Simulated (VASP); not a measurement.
# Ga (P2_1/m) in VASP: settings compared, part 2 of 2

VASP 6.6.1. Earlier steps stand in the parts before.

## 4. Single point, PBEsol

This run uses another cell than the first one, of 14.65 Å³/atom.

File INCAR:

```
SYSTEM = Ga
ALGO = Normal ; EDIFF = 1E-6
ENCUT = 520 ; GGA = PS
ISIF = 2 ; ISMEAR = -1
LASPH = .True. ; LCHARG = .False.
LREAL = .False. ; LWAVE = .False.
NBANDS = 20 ; NELM = 100
PREC = Accurate ; SIGMA = 0.05
```

File KPOINTS:

```
k-points
0
Gamma
  10 8 7
  0 0 0
```

File POSCAR:

```
Ga
1.0
    2.5979427516      0.0000000000     -0.0190127408
    0.0000000000      2.9194744774      0.0000000000
   -1.2834706194      0.0000000000      3.8730597282
Ga
2
Direct
    0.1359697009      0.7500000000      0.7668290537
    0.8640302991      0.2500000000      0.2331709463
```

Potentials or basis: VASP PAW PBE potentials, release 64 (Ga_d).

Started as:

```bash
cat potpaw_PBE.64/Ga_d/POTCAR > POTCAR
mpirun -np 1 vasp_std > vasp.out
```

OUTCAR:

```text
SYSTEM = Ga
   EDIFF = 1E-6
   ENCUT = 520
   GGA = PS
   ISIF = 2
   ISMEAR = -1
   LASPH = .True.
   LREAL = .False.
   NELM = 100
   PREC = Accurate

 ion  position               nearest neighbor table
   1  0.136  0.750  0.767-   2 2.53   2 2.53   2 2.65   2 2.65   2 2.67   2 2.67
   2  0.864  0.250  0.233-   1 2.53   1 2.53   1 2.65   1 2.65   1 2.67   1 2.67

  LATTYP: Found a simple monoclinic cell.
 ALAT       =     2.5980123219
 B/A-ratio  =     1.1237338841
 C/A-ratio  =     1.5673677255
 COS(beta)  =    -0.3158692168

  Lattice vectors:

 A1 = (   2.5979427516,   0.0000000000,  -0.0190127408)
 A2 = (   0.0000000000,  -2.9194744774,   0.0000000000)
 A3 = (  -1.3144721322,   0.0000000000,  -3.8540469874)

Analysis of symmetry for initial positions (statically):
=====================================================================
 Subroutine PRICEL returns:
 Original cell was already a primitive cell.

 Routine SETGRP: Setting up the symmetry group for a
 simple monoclinic supercell.

 Subroutine GETGRP returns: Found  4 space group operations
 (whereof  2 operations were pure point group operations)
[... 161 lines left out ...]
  free energy    TOTEN  =        -6.36040666 eV

  energy without entropy =       -6.35807869  energy(sigma->0) =       -6.35924267

 E-fermi :   8.0726     XC(G=0): -12.4467

 val. band max:        8.0442656027   @ k =  -0.3000   0.1250   0.1429
 cond. band min:       8.1918407937   @ k =   0.2000   0.2500   0.4286
 fundamental gap:      0.1475751910
 Fermi energy:         8.0726447989

 k-point     1 :       0.0000    0.0000    0.0000
  band No.  band energies     occupation
      1      -7.6124      2.00000
      2      -7.5000      2.00000
      3      -7.4948      2.00000
      4      -7.4611      2.00000
      5      -7.0349      2.00000
      6      -6.9878      2.00000
[... 541 lines left out ...]
     19      19.1199      0.00000
     20      19.9897      0.00000

 [... further k-points ...]

------------------------ aborting loop because EDIFF is reached ----------------------------------------

  FORCE on cell =-STRESS in cart. coord.  units (eV):
  Direction    XX          YY          ZZ          XY          YZ          ZX
  --------------------------------------------------------------------------------------
  -------------------------------------------------------------------------------------
  Total        3.6889505      3.6827409      3.6879606      0.0000000      0.0000000     -0.0005504
  in kB      201.6877348    201.3482317    201.6336094      0.0000000      0.0000000     -0.0300928
  external PRESSURE =     201.5565253 kB  Pullay stress =       0.0000000 kB

 VOLUME and BASIS-vectors are now :
 -----------------------------------------------------------------------------
  energy-cutoff  :      520.00
  volume of cell :       29.30
      direct lattice vectors                 reciprocal lattice vectors
     2.597942752  0.000000000 -0.019012741     0.385855728  0.000000000  0.127866474
     0.000000000  2.919474477  0.000000000     0.000000000  0.342527399  0.000000000
    -1.283470619  0.000000000  3.873059728     0.001894155  0.000000000  0.258821491

 POSITION                                       TOTAL-FORCE (eV/Angst)
 -----------------------------------------------------------------------------------
     -0.63096      2.18961      2.96739         0.000315     -0.000000     -0.003182
      1.94543      0.72987      0.88666        -0.000315      0.000000      0.003182
 -----------------------------------------------------------------------------------
    total drift:                               -0.000000     -0.000000     -0.000000

  FREE ENERGIE OF THE ION-ELECTRON SYSTEM (eV)
  ---------------------------------------------------
  free  energy   TOTEN  =        -6.3604066556 eV

  energy  without entropy=       -6.3580786855  energy(sigma->0) =       -6.35924267
```

stdout:

```text
POSCAR found type information on POSCAR Ga
 POSCAR found :  1 types and       2 ions
 scaLAPACK will be used
 -----------------------------------------------------------------------------
|                                                                             |
|                                                                             |
|     You enforced a specific xc type in the INCAR file but a different       |
|     I HOPE YOU KNOW WHAT YOU ARE DOING!                                     |
|                                                                             |
 -----------------------------------------------------------------------------

 LDA part: xc-table for (Slater+PW92), standard interpolation
 POSCAR, INCAR and KPOINTS ok, starting setup
 FFT: planning ... GRIDC
 FFT: planning ... GRID_SOFT
 FFT: planning ... GRID
 WAVECAR not read
 entering main loop
```

It took 84 s on 1 thread of Intel Xeon Platinum 8259CL at 2.50GHz (Skylake/Cascade Lake), shared host; peak memory 0.2 GiB.

Results:

| Item | Value |
| --- | --- |
| Free energy | -6.3604 eV |
| Pressure | 20.2 GPa |
| Largest force | 0.003 eV/Å |
| Band gap on the k mesh | zero (bands 13 and 14 overlap by 10.59 eV) |

Forces in eV/Å, atoms in the order of the input:
```
Ga   0.000  0.000 -0.003
Ga   0.000  0.000  0.003
```

Caveat: the cell stands under pressure; the PAW data sets were made with another functional, which shifts forces and pressure a little.

## 5. Summary

```tsv
level	cell	gap on the mesh (eV)	pressure (GPa)	largest force (eV/Å)
r2SCAN	a = 2.833, b = 3.346, c = 4.293 Å, angles 90.0, 108.6, 90.0°, 2 atoms, atomic positions A	none	-3.1	0.03
PBEsol	a = 2.525, b = 2.818, c = 4.058 Å, angles 90.0, 107.8, 90.0°, 2 atoms, atomic positions B	none	30.2	0.01
PBEsol	a = 2.598, b = 2.919, c = 4.080 Å, angles 90.0, 108.8, 90.0°, 2 atoms, atomic positions C	none	20.2	-
```

Alike in all rows: task single point; potentials or basis VASP PAW PBE potentials, release 64 (Ga_d); no spin polarisation; k mesh 10 × 8 × 7; cutoff (eV) 520; smearing fermi-dirac 0.05 eV.

Caveats: the PAW data sets were made with another functional, which shifts forces and pressure a little; the cell stands under pressure (at least some runs); the cell stands under tension (at least some runs).

Total energies depend on the potentials used, so only differences within one code and one set of settings carry meaning.

The gap in the log of VASP goes by the Fermi energy; the results here count the filled bands.